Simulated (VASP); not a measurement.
Wanted: the native input for a VASP 6.6.1 run.

* Task: single point
* Functional: r2SCAN0
* Potentials or basis: VASP PAW PBE potentials, release 64 (Sb)
* Cutoff: 520 eV
* k mesh: 5 × 4 × 4
* Occupations: fermi-dirac, width 0.05 eV
* Spin: no spin polarisation
* Dipole correction: no
* Grid for exact exchange (PRECFOCK): Normal
* Further INCAR settings: ALGO = Normal; EDIFF = 1e-06; NBANDS = 12

Sb:

```
Sb
1.0
     3.12240    0.00000    0.00000
     0.00000    4.34752    0.00000
    -0.03891    0.00000    4.40585
Sb
2
Direct
  0.01139 0.25000 0.24117
  0.98861 0.75000 0.75883
```

The input as run:

POSCAR

```
Sb
1.0
    3.1224020000      0.0000000000      0.0000000000
    0.0000000000      4.3475180000      0.0000000000
   -0.0389150000      0.0000000000      4.4058520000
Sb
2
Direct
    0.0113890000      0.2500000000      0.2411660000
    0.9886110000      0.7500000000      0.7588340000
```

INCAR.step1

```
SYSTEM = Sb
ALGO = Normal
EDIFF = 1E-5
ENCUT = 520
GGA = PE
ISIF = 2
ISMEAR = -1
LASPH = .TRUE.
LCHARG = .FALSE.
LREAL = .FALSE.
LWAVE = .TRUE.
NBANDS = 12
NELM = 100
PREC = Accurate
SIGMA = 0.05
```

INCAR.step2

```
SYSTEM = Sb
AEXX = 0.25
ALGO = Normal
EDIFF = 1E-6
ENCUT = 520
ISIF = 2
ISMEAR = -1
ISTART = 1
LASPH = .TRUE.
LCHARG = .FALSE.
LHFCALC = .TRUE.
LMIXTAU = .TRUE.
LREAL = .FALSE.
LWAVE = .FALSE.
METAGGA = R2SCAN
NBANDS = 12
NELM = 100
PREC = Accurate
PRECFOCK = Normal
SIGMA = 0.05
```

KPOINTS

```
k-points
0
G
  5 4 4
  0 0 0
```

Potentials or basis: VASP PAW PBE potentials, release 64 (Sb).

Command:

```sh
$ cat potpaw_PBE.64/Sb/POTCAR > POTCAR
$ cp INCAR.step1 INCAR
$ mpirun -np 1 vasp_std > vasp.out
$ cp INCAR.step2 INCAR
$ mpirun -np 1 vasp_std > vasp.out
```

It gave:

The pressure is -3.2 GPa, the largest force is 0.157 eV/Å and the band gap on the k mesh is zero (band 5 reaches 13.27 eV, above the bottom of band 6 at 3.31 eV).

Caveat: the k points lie up to 0.40 Å⁻¹ apart; the PAW data sets were made with another functional, which shifts forces and pressure a little; spin-orbit coupling is left out, which moves the levels of the heavy elements.

Run time: 42 min on 1 thread of Oxide Virtual Turin-like Processor, with other jobs on the host, peak memory 0.17 GiB.
